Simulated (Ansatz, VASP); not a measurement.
Two plane-wave programs on AlH6

INCAR

```
PREC = Accurate
ENCUT = 520
EDIFF = 1E-6
ISMEAR = 0
SIGMA = 0.1
LREAL = False
LASPH = True
NELM = 100
ALGO = Normal
ISIF = 2
LWAVE = False
LCHARG = False
GGA = PE
NBANDS = 14
```

The input KPOINTS:

```
Automatic mesh
0
Gamma
  6 6 4
```

Contents of POSCAR:

```
AlH6
1.0
    3.8037012400      0.0000000000      0.0000000000
   -1.9018506200      3.2941019000      0.0000000000
    0.0000000000      0.0000000000      4.0907169600
Al H
1 6
Direct
    0.0000000000      0.0000000000      0.5000000000
    0.6352148200      0.0000000000      0.5000000000
    0.0000000000      0.6352148200      0.5000000000
    0.3647851800      0.3647851800      0.5000000000
    0.3647851800      0.0000000000      0.5000000000
    0.0000000000      0.3647851800      0.5000000000
    0.6352148200      0.6352148200      0.5000000000
```

Input for Ansatz:

```yaml
crystal:
  lattice:
    - [3.80370124, 0.0, 0.0]
    - [-1.90185062, 3.2941019, 0.0]
    - [0.0, 0.0, 4.09071696]
  atoms:
    - { symbol: Al, position: [0.0, 0.0, 0.5] }
    - { symbol: H, position: [0.63521482, 0.0, 0.5] }
    - { symbol: H, position: [0.0, 0.63521482, 0.5] }
    - { symbol: H, position: [0.36478518, 0.36478518, 0.5] }
    - { symbol: H, position: [0.36478518, 0.0, 0.5] }
    - { symbol: H, position: [0.0, 0.36478518, 0.5] }
    - { symbol: H, position: [0.63521482, 0.63521482, 0.5] }
basis:
  ecutwfc: 420
kpoints:
  mp_grid: { grid: [6, 6, 4] }
hamiltonian:
  xc: pbe
scf:
  occupations: { method: gaussian, width: 0.1 }
  lower_state_search: "off"
output:
  forces: true
  stress: true
  eigenvalues: true
```

Alike in both runs: task single point; functional PBE; k mesh 6 × 6 × 4; occupations gaussian, width 0.1 eV; no spin polarisation.

|  | VASP | Ansatz |
| --- | --- | --- |
| version | VASP 6.6.1 | Ansatz 0.2.0 |
| potentials or method | VASP PAW PBE potentials, release 64 (Al, H), cutoff 520 eV | scalar-relativistic, plane waves, PAW |
| valence electrons in the cell | 9 | 9 |

Ansatz gave:

| Property | Result |
| --- | --- |
| gap on the k mesh at the Fermi level (eV) | none |
| rms of the force components (eV/Å) | 2.587 |

Problem. What did VASP give for the same quantities?

Solution. gap on the k mesh at the Fermi level (eV): none; rms of the force components (eV/Å): 2.625.

Atom by atom the forces differ by 0.039 eV/Å (rms over components). A gap of «none» marks a metal or a gap that the smearing closes.

The k mesh is coarse, so the values compare programs but aren't converged.
